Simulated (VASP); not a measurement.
# Cu (P-1) in VASP: single point with PBEsol

Aim: the single point of Cu with PBEsol.

Everything below comes from runs of VASP 6.6.1. Logs are shortened: lines on timing, memory, paths and dates and some standing lists are left out, and cuts for length are marked.

**1. The cell of the first run**

The typed cell holds 1 atom: a = 2.477 Å, b = 2.643 Å, c = 2.320 Å, α = 60.02°, β = 61.66°, γ = 64.66°.

**2. Single point, PBEsol**

Contents of INCAR:

```
ALGO = Fast
EDIFF = 1E-6
ENCUT = 520
GGA = PS
ISIF = 2
ISMEAR = 0
LASPH = True
LCHARG = True
LELF = True
LREAL = False
LVHAR = True
LWAVE = False
NBANDS = 12
NELM = 100
PREC = Accurate
SIGMA = 0.15
```

Contents of KPOINTS:

```
k-points
0
Gamma
  16 16 16
```

Contents of POSCAR:

```
Cu
1.0
   -0.0851077897      1.7370768830      1.7634401435
    1.8987602545     -0.1539457293      1.8322780831
    1.6857223757      1.5928769439      0.0590921494
Cu
1
Direct
    0.0000000000      0.0000000000      0.0000000000
```

Potentials or basis: VASP PAW PBE potentials, release 64 (Cu).

The run is started by

```
> cat potpaw_PBE.64/Cu/POTCAR > POTCAR
> mpirun -np 1 vasp_std > vasp.out
```

OUTCAR:

```text
EDIFF = 1E-6
   ENCUT = 520
   GGA = PS
   ISIF = 2
   ISMEAR = 0
   LASPH = True
   LREAL = False
   NELM = 100
   PREC = Accurate

 ion  position               nearest neighbor table
   1  0.000  0.000  0.000-

  LATTYP: Found a triclinic cell.
 ALAT       =     2.4619982092
 B/A-ratio  =     1.0060008164
 C/A-ratio  =     1.0147009554
 COS(alpha) =     0.0120260789
 COS(beta)  =     0.3890680624
 COS(gamma) =     0.5586783117

  Lattice vectors:

 A1 = (   1.7708301654,  -0.1441999391,  -1.7043479941)
 A2 = (   0.0851077897,  -1.7370768830,  -1.7634401435)
 A3 = (  -0.2130378788,   1.7468226732,  -1.7731859337)

Analysis of symmetry for initial positions (statically):
=====================================================================
 Subroutine PRICEL returns:
 Original cell was already a primitive cell.

 Routine SETGRP: Setting up the symmetry group for a
 triclinic supercell.

 Subroutine GETGRP returns: Found  2 space group operations
 (whereof  2 operations were pure point group operations)
 out of a pool of  2 trial point group operations.

The static configuration has the point symmetry S_2 .

Analysis of symmetry for dynamics (positions and initial velocities):
=====================================================================
 Subroutine PRICEL returns:
 Original cell was already a primitive cell.

 Routine SETGRP: Setting up the symmetry group for a
 triclinic supercell.

 Subroutine GETGRP returns: Found  2 space group operations
 (whereof  2 operations were pure point group operations)
 out of a pool of  2 trial point group operations.

The dynamic configuration has the point symmetry S_2 .

 Subroutine INISYM returns: Found  2 space group operations
 (whereof  2 operations are pure point group operations),
 and found     1 'primitive' translations

----------------------------------------------------------------------------------------

                                     Primitive cell

  volume of cell :      11.2107

  direct lattice vectors                    reciprocal lattice vectors
    -0.085107790  1.737076883  1.763440144    -0.261150603  0.265505343  0.292933592
     1.898760254 -0.153945729  1.832278083     0.241402127 -0.265611436  0.273291207
     1.685722376  1.592876944  0.059092149     0.308122674  0.312583506 -0.293039684

  length of vectors
     2.476772209  2.643148268  2.320001890     0.473817279  0.451123604  0.527750212

  position of ions in fractional coordinates (direct lattice)
     0.000000000  0.000000000  0.000000000

  ion indices of the primitive-cell ions
   primitive index   ion index
                 1           1

----------------------------------------------------------------------------------------

 KPOINTS: k-points

Automatic generation of k-mesh.
 Grid dimensions read from file:
 generate k-points for:   16   16   16

 Generating k-lattice:

  Cartesian coordinates                     Fractional coordinates (reciprocal lattice)
    -0.016321913  0.016594084  0.018308349     0.062500000  0.000000000  0.000000000
     0.015087633 -0.016600715  0.017080700     0.000000000  0.062500000  0.000000000
     0.019257667  0.019536469 -0.018314980     0.000000000 -0.000000000  0.062500000

  Length of vectors
     0.029613580  0.028195225  0.032984388

  Shift w.r.t. Gamma in fractional coordinates (k-lattice)
     0.000000000  0.000000000  0.000000000

 Subroutine IBZKPT returns following result:
 ===========================================

 Found   2052 irreducible k-points:

 Following reciprocal coordinates:
            Coordinates               Weight
  0.000000  0.000000  0.000000      1.000000
  0.062500 -0.000000  0.000000      2.000000
  0.125000 -0.000000  0.000000      2.000000
  0.187500 -0.000000 -0.000000      2.000000
  0.250000 -0.000000  0.000000      2.000000
  0.312500 -0.000000 -0.000000      2.000000
[... 16 lines left out ...]
 -0.187500  0.062500  0.000000      2.000000
 -0.125000  0.062500  0.000000      2.000000
 [... further k-points ...]
   k-points           NKPTS =   2052   k-points in BZ     NKDIM =   2052   number of bands    NBANDS=     12
   number of dos      NEDOS =    301   number of ions     NIONS =      1
   total plane-waves  NPLWV =   6480
   dimension x,y,z NGX =    18 NGY =   20 NGZ =   18
   dimension x,y,z NGXF=    36 NGYF=   40 NGZF=   36
   ions per type =               1
   NGX,Y,Z   is equivalent  to a cutoff of  12.08, 12.58, 12.90 a.u.
   NGXF,Y,Z  is equivalent  to a cutoff of  24.16, 25.16, 25.80 a.u.
 SYSTEM =  unknown system
   PREC   = accura    normal or accurate (medium, high low for compatibility)
   ISTART =      0    job   : 0-new  1-cont  2-samecut
   ICHARG =      2    charge: 1-file 2-atom 10-const
   ISPIN  =      1    spin polarized calculation?
   LNONCOLLINEAR =      F non collinear calculations
   LSORBIT =      F    spin-orbit coupling
   LASPH  =      T    aspherical Exc in radial PAW
   ENCUT  =  520.0 eV  38.22 Ry    6.18 a.u.   4.61  4.91  4.31*2*pi/ulx,y,z
   NELM   =    100;   NELMIN=  2; NELMDL= -5     # of ELM steps
   EDIFF  = 0.1E-05   stopping-criterion for ELM
   LREAL  =      F    real-space projection
   EDIFFG = 0.1E-04   stopping-criterion for IOM
   NSW    =      0    number of steps for IOM
   IBRION =     -1    ionic relax: 0-MD 1-quasi-New 2-CG
   NFREE  =      0    steps in history (QN), initial steepest desc. (CG)
   ISIF   =      2    stress and relaxation
   ISYM   =      2    0-nonsym 1-usesym 2-fastsym
   POTIM  = 0.5000    time-step for ionic-motion
   TEBEG  =    0.0;   TEEND  =   0.0 temperature during run
   PSTRESS=    0.0 pullay stress
   NELECT =      11.0000    total number of electrons
   NUPDOWN=      -1.0000    fix difference up-down
   EMIN   =  10.00;   EMAX   =-10.00  energy-range for DOS
   EFERMI =   0.00;   METHOD = LEGACY
   ISMEAR =     0;   SIGMA  =   0.15  broadening in eV -4-tet -1-fermi 0-gaus
   EFERMI_NEDOS =   21; number of points for ismear=-14 and -15
   IALGO  =     68    algorithm
   IMIX   =      4    mixing-type and parameters
     AMIX     =   0.40;   BMIX     =  1.00
     AMIX_MAG =   1.60;   BMIX_MAG =  1.00
  volume/ion in A,a.u.               =      11.21        75.65
  Fermi-wavevector in a.u.,A,eV,Ry     =   1.626776  3.074160 36.006448  2.646399
  Thomas-Fermi vector in A             =   2.719680
   LORBIT       =      0    0 simple, 1 ext, 2 COOP (PROOUT), +10 PAW based schemes
   GGA     = PS    functional components
   LHFCALC =     F    Hartree Fock is set to
   AEXX    =    0.0000 exact exchange contribution
   IVDW    =     0    specifies the selected vdW correction
   LEPSILON=     F    determine dielectric tensor
   LRPA    =     F    only Hartree local field effects (RPA)
 non-spin polarized calculation
 RMM-DIIS sequential band-by-band and
 Gauss-broadening in eV      SIGMA  =   0.15
  energy-cutoff  :      520.00
  volume of cell :       11.21
 maximum number of plane-waves:       313
   NGX =  9   NGY =  9   NGZ =  9

 number of electron      10.9999998 magnetization

 Free energy of the ion-electron system (eV)
  ---------------------------------------------------
  ext. energy  EPLUGINS =         0.00000000
  ---------------------------------------------------
  free energy    TOTEN  =        -4.19851015 eV

  energy without entropy =       -4.19521065  energy(sigma->0) =       -4.19686040

 E-fermi :   8.0867     XC(G=0): -13.1993

 val. band max:        8.0827346123   @ k =  -0.1250   0.3750   0.3125
 cond. band min:       8.0873068063   @ k =   0.5000   0.2500   0.3750
 fundamental gap:      0.0045721940
 Fermi energy:         8.0867170182

 k-point     1 :       0.0000    0.0000    0.0000
  band No.  band energies     occupation
      1      -1.7255      2.00000
      2       4.3024      2.00000
      3       4.5864      2.00000
      4       5.3300      2.00000
      5       5.8189      2.00000
      6       5.9925      2.00000
      7      28.1456      0.00000
      8      31.2324      0.00000
      9      32.7954      0.00000
     10      35.7497      0.00000
     11      35.9500      0.00000
     12      39.4116      0.00000

 k-point     2 :       0.0625   -0.0000    0.0000
  band No.  band energies     occupation
      1      -1.5864      2.00000
      2       4.3231      2.00000
      3       4.5594      2.00000
      4       5.3649      2.00000
      5       5.8106      2.00000
      6       5.9743      2.00000
      7      28.0811      0.00000
      8      29.3521      0.00000
      9      33.0556      0.00000
     10      35.4449      0.00000
     11      37.7312      0.00000
     12      38.8956      0.00000

 k-point     3 :       0.1250   -0.0000    0.0000
  band No.  band energies     occupation
      1      -1.1752      2.00000
      2       4.3776      2.00000
      3       4.4865      2.00000
      4       5.4589      2.00000
      5       5.7946      2.00000
      6       5.9297      2.00000
      7      26.0111      0.00000
      8      28.3196      0.00000
      9      33.4354      0.00000
     10      35.0120      0.00000
     11      37.8826      0.00000
     12      39.2986      0.00000

 k-point     4 :       0.1875   -0.0000   -0.0000
  band No.  band energies     occupation
      1      -0.5144      2.00000
      2       4.3927      2.00000
      3       4.4465      2.00000
      4       5.5621      2.00000
      5       5.8000      2.00000
      6       5.9002      2.00000
      7      22.8688      0.00000
      8      28.3263      0.00000
      9      33.5065      0.00000
     10      34.9623      0.00000
     11      37.0231      0.00000
     12      38.4671      0.00000

 k-point     5 :       0.2500   -0.0000    0.0000
  band No.  band energies     occupation
      1       0.3436      2.00000
      2       4.3245      2.00000
      3       4.5117      2.00000
      4       5.5860      2.00000
      5       5.8209      2.00000
      6       5.9984      2.00000
      7      19.8326      0.00000
      8      28.3684      0.00000
      9      32.9309      0.00000
     10      35.5887      0.00000
     11      36.2182      0.00000
     12      37.2534      0.00000
[... 228 lines left out ...]
      1       1.5708      2.00000
      2       4.3046      2.00000
      3       4.6274      2.00000
      4       5.5559      2.00000
      5       6.0666      2.00000
      6       6.1671      2.00000
      7      16.4627      0.00000
      8      25.6156      0.00000
      9      32.6552      0.00000
     10      35.7779      0.00000
     11      37.0011      0.00000
     12      38.1341      0.00000

 k-point    22 :      -0.2500    0.0625    0.0000
  band No.  band energies     occupation
      1       0.6644      2.00000
      2       4.3436      2.00000
      3       4.4207      2.00000
      4       5.6022      2.00000
      5       5.9518      2.00000
      6       6.0091      2.00000
      7      19.2344      0.00000
      8      25.4440      0.00000
      9      33.6173      0.00000
     10      36.4562      0.00000
     11      37.8804      0.00000
     12      38.9088      0.00000

 k-point    23 :      -0.1875    0.0625    0.0000
  band No.  band energies     occupation
      1      -0.2193      2.00000
      2       4.3455      2.00000
      3       4.4188      2.00000
      4       5.5899      2.00000
      5       5.8164      2.00000
      6       5.9800      2.00000
      7      22.2169      0.00000
      8      25.4632      0.00000
      9      34.5702      0.00000
     10      37.1185      0.00000
     11      37.9829      0.00000
     12      39.0366      0.00000

 k-point    24 :      -0.1250    0.0625    0.0000
  band No.  band energies     occupation
      1      -0.9288      2.00000
      2       4.3093      2.00000
      3       4.5012      2.00000
      4       5.4743      2.00000
      5       5.8072      2.00000
      6       5.9839      2.00000
      7      25.1094      0.00000
      8      25.9102      0.00000
      9      35.0814      0.00000
     10      37.2040      0.00000
     11      37.9820      0.00000
     12      39.3147      0.00000

 [... further k-points ...]

------------------------ aborting loop because EDIFF is reached ----------------------------------------

  FORCE on cell =-STRESS in cart. coord.  units (eV):
  Direction    XX          YY          ZZ          XY          YZ          ZX
  --------------------------------------------------------------------------------------
  -------------------------------------------------------------------------------------
  Total        0.6486832      0.7401154      0.1920950      1.1281247      0.1599856     -0.3779776
  in kB       92.7062620    105.7732616     27.4531707    161.2254417     22.8642665    -54.0184957
  external PRESSURE =      75.3108981 kB  Pullay stress =       0.0000000 kB

 VOLUME and BASIS-vectors are now :
 -----------------------------------------------------------------------------
  energy-cutoff  :      520.00
  volume of cell :       11.21
      direct lattice vectors                 reciprocal lattice vectors
    -0.085107790  1.737076883  1.763440144    -0.261150603  0.265505343  0.292933592
     1.898760254 -0.153945729  1.832278083     0.241402127 -0.265611436  0.273291207
     1.685722376  1.592876944  0.059092149     0.308122674  0.312583506 -0.293039684

 POSITION                                       TOTAL-FORCE (eV/Angst)
 -----------------------------------------------------------------------------------
      0.00000      0.00000      0.00000        -0.000000      0.000000     -0.000000
 -----------------------------------------------------------------------------------
    total drift:                                0.000000     -0.000000      0.000000

  FREE ENERGIE OF THE ION-ELECTRON SYSTEM (eV)
  ---------------------------------------------------
  free  energy   TOTEN  =        -4.1985101533 eV

  energy  without entropy=       -4.1952106491  energy(sigma->0) =       -4.19686040
```

It took 5.3 min on 1 thread of Intel Xeon 8259CL, shared host; peak memory 0.36 GiB.

What came out:

```yaml
Free_energy: -4.1985 eV
Pressure: 7.5 GPa
```

Caveat: the PAW data sets were made with another functional, which shifts forces and pressure a little.
